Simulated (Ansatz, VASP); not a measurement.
**One calculation of Rh, two programs**

File INCAR:

```
PREC = Accurate
ENCUT = 620
EDIFF = 1E-6
ISMEAR = -1
SIGMA = 0.05
LREAL = F
LASPH = T
NELM = 120
ALGO = Normal
ISIF = 2
LWAVE = F
LCHARG = F
GGA = CA
NBANDS = 42
GGA_COMPAT = F
```

Contents of KPOINTS:

```
Automatic mesh
0
Gamma
  10 10 3
```

Contents of POSCAR:

```
Rh
1.0
    2.6367956380      0.0000000000      0.0000000000
   -1.3183978190      2.2835320057      0.0000000000
    0.0000000000      0.0000000000      8.6184672829
Rh
4
Direct
    0.0000000000      0.0000000000      0.0000000000
    0.3333333333      0.6666666667      0.2500000000
    0.0000000000      0.0000000000      0.5000000000
    0.6666666667      0.3333333333      0.7500000000
```

Input for Ansatz:

```yaml
crystal:
  lattice:
    - [2.636795637961848, 0.0, 0.0]
    - [-1.318397818980924, 2.283532005671855, 0.0]
    - [0.0, 0.0, 8.618467282853313]
  atoms:
    - { symbol: Rh, position: [0.0, 0.0, 0.0] }
    - { symbol: Rh, position: [0.3333333333333333, 0.6666666666666666, 0.25] }
    - { symbol: Rh, position: [0.0, 0.0, 0.5] }
    - { symbol: Rh, position: [0.6666666666666666, 0.3333333333333333, 0.75] }
basis:
  ecutwfc: 500.0
kpoints:
  mp_grid:
    grid: [10, 10, 3]
hamiltonian:
  xc: lda
scf:
  mixing:
    algorithm: anderson
    beta: 0.6
    ndim: 8
  occupations:
    method: fermi_dirac
    width: 0.05
output:
  stress: true
```

Alike in both runs: task single point; functional LDA; k mesh 10 × 10 × 3; occupations fermi-dirac, width 0.05 eV; no spin polarisation.

|  | VASP | Ansatz |
| --- | --- | --- |
| version | VASP 6.6.1 | Ansatz 0.2.0 |
| potentials or method | VASP PAW LDA potentials, release 64 (Rh_sv_GW), cutoff 620 eV | plane waves, PAW |
| valence electrons in the cell | 68 | 68 |

|  | VASP | Ansatz | Ansatz less VASP |
| --- | --- | --- | --- |
| pressure (GPa) | 7.4 | 6.8 | -0.56 |
| traceless stress, the component that is largest in VASP (GPa) | 0.38 | 0.45 | +0.066 |

LDA's correlation is that of Perdew and Zunger in VASP and of Perdew and Wang (1992) in Ansatz.
